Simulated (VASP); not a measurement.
Wanted: the native input for a VASP 6.6.1 run.

```yaml
Task: single point
Functional: PBE
Potentials_or_basis: VASP PAW PBE potentials, release 64 (Na_pv, F)
Cutoff: 520 eV
k_mesh: 1 × 1 × 15
Occupations: gaussian, width 0.05 eV
Spin: collinear spin, ferromagnetic start
Starting_moments: "[0.5, 0.5] μB"
Dipole_correction: no
Further_INCAR_settings: ALGO = Normal; EDIFF = 1e-07; NBANDS = 18
```

The structure of NaF lies in POSCAR:

```
NaF
1.0
    9.0000000000      0.0000000000      0.0000000000
    0.0000000000      9.3000000000      0.0000000000
    0.0000000000      0.0000000000      4.2295388979
Na F
1 1
Direct
    0.5000000000      0.5000000000      0.0000000000
    0.5000000000      0.5000000000      0.5000000000
```

One way to write it, as run:

INCAR

```
  PREC = Accurate
  ENCUT = 520
  EDIFF = 1E-7
  ISMEAR = 0
  SIGMA = 0.05
  LREAL = False
  LASPH = True
  NELM = 150
  ALGO = Normal
  ISIF = 2
  LWAVE = False
  LCHARG = True
  ISPIN = 2
  MAGMOM = 0.5 0.5
  LORBIT = 11
  GGA = PE
  LELF = True
  LVHAR = True
  NBANDS = 18
```

KPOINTS

```
Automatic mesh
0
Gamma
  1 1 15
```

Potentials or basis: VASP PAW PBE potentials, release 64 (Na_pv, F).

Command:

```bash
$ cat potpaw_PBE.64/Na_pv/POTCAR potpaw_PBE.64/F/POTCAR > POTCAR
$ mpirun -np 1 vasp_std > vasp.out
```

Results of the run:

```json
{"Band gap on the k mesh": "5.08 eV, indirect (least direct gap 5.10 eV)", "Net moment": "0.00 μB per cell", "Valence electrons inside the program's atomic spheres": "Na 6.03; F 6.08"}
```

Wall time 2.9 min on 1 thread of Intel(R) Xeon(R) Platinum 8488C (Sapphire Rapids), on a shared host, peak memory 0.54 GiB.
